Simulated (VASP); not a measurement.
# CaSe (I-4m2) in VASP: a series of runs

The runs below take CaSe through single point, with PBE.

All numbers are computed with VASP 6.6.1; they aren't measurements. Logs are shortened: lines on timing, memory, paths and dates and some standing lists are left out, and cuts for length are marked.

## (1) The cell of the first run

The structure is tetragonal, space group I-4m2 (No. 119). Conventional cell: a = 5.040 Å, b = 5.040 Å, c = 6.072 Å, α = 90.00°, β = 90.00°, γ = 90.00°. Ca (site symmetry -4m2) has 4 Se at 2.94 Å within 3.9 Å. Se (site symmetry -4m2) has 4 Ca at 2.94 Å within 3.9 Å.

## (2) Single point, PBE (strain +0.080 along x and y, -0.080 along z)

Contents of INCAR:

```
  PREC = Accurate
  ENCUT = 520
  EDIFF = 1E-6
  ISMEAR = 0
  SIGMA = 0.05
  LREAL = False
  LASPH = True
  NELM = 60
  ALGO = Normal
  ISIF = 2
  LWAVE = False
  LCHARG = False
  GGA = PE
  NBANDS = 15
```

Contents of KPOINTS:

```
Automatic mesh
0
Gamma
  6 6 6
```

Contents of POSCAR:

```
CaSe
1.0
    0.0000000000      3.5640000000      3.0360000000
    3.5640000000      0.0000000000      3.0360000000
    3.5640000000      3.5640000000      0.0000000000
Ca Se
1 1
Direct
    0.0000000000      0.0000000000      0.0000000000
    0.7500000000      0.7500000000      0.7500000000
```

Potentials or basis: VASP PAW PBE potentials, release 64 (Ca_sv, Se).

Run with:

```bash
$ cat potpaw_PBE.64/Ca_sv/POTCAR potpaw_PBE.64/Se/POTCAR > POTCAR
$ mpirun -np 1 vasp_std > vasp.out
```

OUTCAR:

```text
PREC = Accurate
   ENCUT = 520
   EDIFF = 1E-6
   ISMEAR = 0
   LREAL = False
   LASPH = True
   NELM = 60
   ISIF = 2
   GGA = PE

 ion  position               nearest neighbor table
   1  0.000  0.000  0.000-   2 2.94   2 2.94   2 2.94   2 2.94
   2  0.750  0.750  0.750-   1 2.94   1 2.94   1 2.94   1 2.94

  LATTYP: Found a body centered tetragonal cell.
 ALAT       =     5.0402571363
 C/A-ratio  =     1.2047004420

  Lattice vectors:

 A1 = (   0.0000000000,  -3.5640000000,  -3.0360000000)
 A2 = (   0.0000000000,   3.5640000000,  -3.0360000000)
 A3 = (   3.5640000000,   0.0000000000,   3.0360000000)

Analysis of symmetry for initial positions (statically):
=====================================================================
 Subroutine PRICEL returns:
 Original cell was already a primitive cell.

 Routine SETGRP: Setting up the symmetry group for a
 body centered tetragonal supercell.

 Subroutine GETGRP returns: Found  8 space group operations
 (whereof  8 operations were pure point group operations)
 out of a pool of 16 trial point group operations.

The static configuration has the point symmetry D_2d.

Analysis of symmetry for dynamics (positions and initial velocities):
=====================================================================
 Subroutine PRICEL returns:
 Original cell was already a primitive cell.

 Routine SETGRP: Setting up the symmetry group for a
 body centered tetragonal supercell.

 Subroutine GETGRP returns: Found  8 space group operations
 (whereof  8 operations were pure point group operations)
 out of a pool of 16 trial point group operations.

The dynamic configuration has the point symmetry D_2d.

 Subroutine INISYM returns: Found  8 space group operations
 (whereof  8 operations are pure point group operations),
 and found     1 'primitive' translations

----------------------------------------------------------------------------------------

                                     Primitive cell

  volume of cell :      77.1271

  direct lattice vectors                    reciprocal lattice vectors
     0.000000000  3.564000000  3.036000000    -0.140291807  0.140291807  0.164690382
     3.564000000  0.000000000  3.036000000     0.140291807 -0.140291807  0.164690382
     3.564000000  3.564000000  0.000000000     0.140291807  0.140291807 -0.164690382

  length of vectors
     4.681815033  4.681815033  5.040257136     0.257849771  0.257849771  0.257849771

  position of ions in fractional coordinates (direct lattice)
     0.000000000  0.000000000  0.000000000
     0.750000000  0.750000000  0.750000000

  ion indices of the primitive-cell ions
   primitive index   ion index
                 1           1
                 2           2

----------------------------------------------------------------------------------------

 KPOINTS: Automatic mesh

Automatic generation of k-mesh.
 Grid dimensions read from file:
 generate k-points for:    6    6    6

 Generating k-lattice:

  Cartesian coordinates                     Fractional coordinates (reciprocal lattice)
    -0.023381968  0.023381968  0.027448397     0.166666667  0.000000000  0.000000000
     0.023381968 -0.023381968  0.027448397     0.000000000  0.166666667  0.000000000
     0.023381968  0.023381968 -0.027448397    -0.000000000 -0.000000000  0.166666667

  Length of vectors
     0.042974962  0.042974962  0.042974962

  Shift w.r.t. Gamma in fractional coordinates (k-lattice)
     0.000000000  0.000000000  0.000000000

 Subroutine IBZKPT returns following result:
 ===========================================

 Found     30 irreducible k-points:

 Following reciprocal coordinates:
            Coordinates               Weight
  0.000000  0.000000  0.000000      1.000000
  0.166667  0.000000  0.000000      8.000000
  0.333333  0.000000  0.000000      8.000000
  0.500000  0.000000  0.000000      4.000000
  0.166667  0.166667  0.000000      2.000000
  0.333333  0.166667  0.000000      8.000000
[... 16 lines left out ...]
  0.333333  0.000000  0.333333      4.000000
  0.500000  0.000000  0.333333     16.000000
 [... further k-points ...]
   k-points           NKPTS =     30   k-points in BZ     NKDIM =     30   number of bands    NBANDS=     15
   number of dos      NEDOS =    301   number of ions     NIONS =      2
   total plane-waves  NPLWV =  51840
   dimension x,y,z NGX =    36 NGY =   36 NGZ =   40
   dimension x,y,z NGXF=    72 NGYF=   72 NGZF=   80
   ions per type =               1   1
   NGX,Y,Z   is equivalent  to a cutoff of  12.78, 12.78, 13.19 a.u.
   NGXF,Y,Z  is equivalent  to a cutoff of  25.57, 25.57, 26.39 a.u.
 SYSTEM =  unknown system
   PREC   = accura    normal or accurate (medium, high low for compatibility)
   ISTART =      0    job   : 0-new  1-cont  2-samecut
   ICHARG =      2    charge: 1-file 2-atom 10-const
   ISPIN  =      1    spin polarized calculation?
   LNONCOLLINEAR =      F non collinear calculations
   LSORBIT =      F    spin-orbit coupling
   LASPH  =      T    aspherical Exc in radial PAW
   ENCUT  =  520.0 eV  38.22 Ry    6.18 a.u.   8.71  8.71  9.37*2*pi/ulx,y,z
   NELM   =     60;   NELMIN=  2; NELMDL= -5     # of ELM steps
   EDIFF  = 0.1E-05   stopping-criterion for ELM
   LREAL  =      F    real-space projection
   EDIFFG = 0.1E-04   stopping-criterion for IOM
   NSW    =      0    number of steps for IOM
   IBRION =     -1    ionic relax: 0-MD 1-quasi-New 2-CG
   NFREE  =      0    steps in history (QN), initial steepest desc. (CG)
   ISIF   =      2    stress and relaxation
   ISYM   =      2    0-nonsym 1-usesym 2-fastsym
   POTIM  = 0.5000    time-step for ionic-motion
   TEBEG  =    0.0;   TEEND  =   0.0 temperature during run
   PSTRESS=    0.0 pullay stress
   NELECT =      16.0000    total number of electrons
   NUPDOWN=      -1.0000    fix difference up-down
   EMIN   =  10.00;   EMAX   =-10.00  energy-range for DOS
   EFERMI =   0.00;   METHOD = LEGACY
   ISMEAR =     0;   SIGMA  =   0.05  broadening in eV -4-tet -1-fermi 0-gaus
   EFERMI_NEDOS =   21; number of points for ismear=-14 and -15
   IALGO  =     38    algorithm
   IMIX   =      4    mixing-type and parameters
     AMIX     =   0.40;   BMIX     =  1.00
     AMIX_MAG =   1.60;   BMIX_MAG =  1.00
  volume/ion in A,a.u.               =      38.56       260.24
  Fermi-wavevector in a.u.,A,eV,Ry     =   0.969123  1.831378 12.778596  0.939200
  Thomas-Fermi vector in A             =   2.099150
   LORBIT       =      0    0 simple, 1 ext, 2 COOP (PROOUT), +10 PAW based schemes
   GGA     = PE    functional components
   LHFCALC =     F    Hartree Fock is set to
   AEXX    =    0.0000 exact exchange contribution
   IVDW    =     0    specifies the selected vdW correction
   LEPSILON=     F    determine dielectric tensor
   LRPA    =     F    only Hartree local field effects (RPA)
 non-spin polarized calculation
 Gauss-broadening in eV      SIGMA  =   0.05
  energy-cutoff  :      520.00
  volume of cell :       77.13
 maximum number of plane-waves:      2096
   NGX = 17   NGY = 17   NGZ = 19

 number of electron      15.9999999 magnetization

 Free energy of the ion-electron system (eV)
  ---------------------------------------------------
  ext. energy  EPLUGINS =         0.00000000
  ---------------------------------------------------
  free energy    TOTEN  =        -8.90854174 eV

  energy without entropy =       -8.90854174  energy(sigma->0) =       -8.90854174

 E-fermi :  -0.2075     XC(G=0):  -7.3139

 val. band max:       -0.4432550941   @ k =   0.5000   0.0000   0.0000
 cond. band min:       2.2703984333   @ k =   0.0000   0.0000   0.0000
 fundamental gap:      2.7136535273
 Fermi energy:        -0.2074506305

 k-point     1 :       0.0000    0.0000    0.0000
  band No.  band energies     occupation
      1     -40.1294      2.00000
      2     -21.1532      2.00000
      3     -21.1052      2.00000
      4     -21.1052      2.00000
      5     -10.8383      2.00000
      6      -0.6770      2.00000
      7      -0.6770      2.00000
      8      -0.5308      2.00000
      9       2.2704      0.00000
     10       4.1635      0.00000
     11       4.7817      0.00000
     12       5.9686      0.00000
     13       5.9686      0.00000
     14       6.3849      0.00000
     15       7.9163      0.00000

 k-point     2 :       0.1667    0.0000    0.0000
  band No.  band energies     occupation
      1     -40.1291      2.00000
      2     -21.1563      2.00000
      3     -21.1092      2.00000
      4     -21.1066      2.00000
      5     -10.7883      2.00000
      6      -1.0347      2.00000
      7      -0.7010      2.00000
      8      -0.5370      2.00000
      9       2.9919      0.00000
     10       4.1415      0.00000
     11       4.6574      0.00000
     12       5.6052      0.00000
     13       6.0163      0.00000
     14       6.2906      0.00000
     15       7.4112      0.00000

 k-point     3 :       0.3333    0.0000    0.0000
  band No.  band energies     occupation
      1     -40.1286      2.00000
      2     -21.1637      2.00000
      3     -21.1158      2.00000
      4     -21.1093      2.00000
      5     -10.6874      2.00000
      6      -1.5479      2.00000
      7      -0.7528      2.00000
      8      -0.4719      2.00000
      9       3.9753      0.00000
     10       4.2735      0.00000
     11       4.6522      0.00000
     12       4.9288      0.00000
     13       5.7267      0.00000
     14       5.8956      0.00000
     15       7.0831      0.00000

 k-point     4 :       0.5000    0.0000    0.0000
  band No.  band energies     occupation
      1     -40.1284      2.00000
      2     -21.1680      2.00000
      3     -21.1185      2.00000
      4     -21.1107      2.00000
      5     -10.6364      2.00000
      6      -1.7355      2.00000
      7      -0.7803      2.00000
      8      -0.4433      2.00000
      9       4.2209      0.00000
     10       4.4838      0.00000
     11       4.5474      0.00000
     12       4.7686      0.00000
     13       5.3851      0.00000
     14       5.6230      0.00000
     15       7.6579      0.00000
[... 307 lines left out ...]
 k-point    22 :      -0.3333    0.5000    0.1667
  band No.  band energies     occupation
      1     -40.1278      2.00000
      2     -21.1755      2.00000
      3     -21.1210      2.00000
      4     -21.1149      2.00000
      5     -10.5634      2.00000
      6      -1.2996      2.00000
      7      -1.1669      2.00000
      8      -0.8431      2.00000
      9       3.1386      0.00000
     10       4.1083      0.00000
     11       5.0062      0.00000
     12       5.2018      0.00000
     13       5.5605      0.00000
     14       6.9692      0.00000
     15       7.6236      0.00000

 k-point    23 :       0.3333    0.0000    0.3333
  band No.  band energies     occupation
      1     -40.1285      2.00000
      2     -21.1602      2.00000
      3     -21.1272      2.00000
      4     -21.1076      2.00000
      5     -10.6473      2.00000
      6      -1.6527      2.00000
      7      -0.6366      2.00000
      8      -0.4729      2.00000
      9       3.1372      0.00000
     10       4.3412      0.00000
     11       5.0931      0.00000
     12       5.1124      0.00000
     13       5.3468      0.00000
     14       5.6129      0.00000
     15       7.8749      0.00000

 k-point    24 :       0.5000    0.0000    0.3333
  band No.  band energies     occupation
      1     -40.1282      2.00000
      2     -21.1635      2.00000
      3     -21.1301      2.00000
      4     -21.1098      2.00000
      5     -10.5964      2.00000
      6      -1.6965      2.00000
      7      -0.7816      2.00000
      8      -0.5220      2.00000
      9       3.1180      0.00000
     10       4.1321      0.00000
     11       4.8874      0.00000
     12       5.2220      0.00000
     13       5.4978      0.00000
     14       6.3261      0.00000
     15       7.7985      0.00000

 [... further k-points ...]

------------------------ aborting loop because EDIFF is reached ----------------------------------------

  FORCE on cell =-STRESS in cart. coord.  units (eV):
  Direction    XX          YY          ZZ          XY          YZ          ZX
  --------------------------------------------------------------------------------------
  -------------------------------------------------------------------------------------
  Total       -1.3248990     -1.3248990     -0.9162117      0.0000000      0.0000000      0.0000000
  in kB      -27.5223929    -27.5223929    -19.0326504      0.0000000      0.0000000      0.0000000
  external PRESSURE =     -24.6924787 kB  Pullay stress =       0.0000000 kB

 VOLUME and BASIS-vectors are now :
 -----------------------------------------------------------------------------
  energy-cutoff  :      520.00
  volume of cell :       77.13
      direct lattice vectors                 reciprocal lattice vectors
     0.000000000  3.564000000  3.036000000    -0.140291807  0.140291807  0.164690382
     3.564000000  0.000000000  3.036000000     0.140291807 -0.140291807  0.164690382
     3.564000000  3.564000000  0.000000000     0.140291807  0.140291807 -0.164690382

 POSITION                                       TOTAL-FORCE (eV/Angst)
 -----------------------------------------------------------------------------------
      0.00000      0.00000      0.00000        -0.000000     -0.000000     -0.000000
      5.34600      5.34600      4.55400         0.000000      0.000000      0.000000
 -----------------------------------------------------------------------------------
    total drift:                                0.000000      0.000000      0.000001

  FREE ENERGIE OF THE ION-ELECTRON SYSTEM (eV)
  ---------------------------------------------------
  free  energy   TOTEN  =        -8.9085417431 eV

  energy  without entropy=       -8.9085417431  energy(sigma->0) =       -8.90854174
```

Wall time 73 s (1 thread of Intel Xeon 8259CL, shared host); peak memory 0.23 GiB.

What came out:

| Property | Result |
| --- | --- |
| Free energy | -8.9085 eV |
| Pressure | -2.5 GPa |
| Band gap on the k mesh | 2.71 eV (least direct gap 2.80 eV) |

Caveat: the cell differs from its parent crystal (strain +0.080 along x and y, -0.080 along z).

(Part 1 of 2 ends here.)
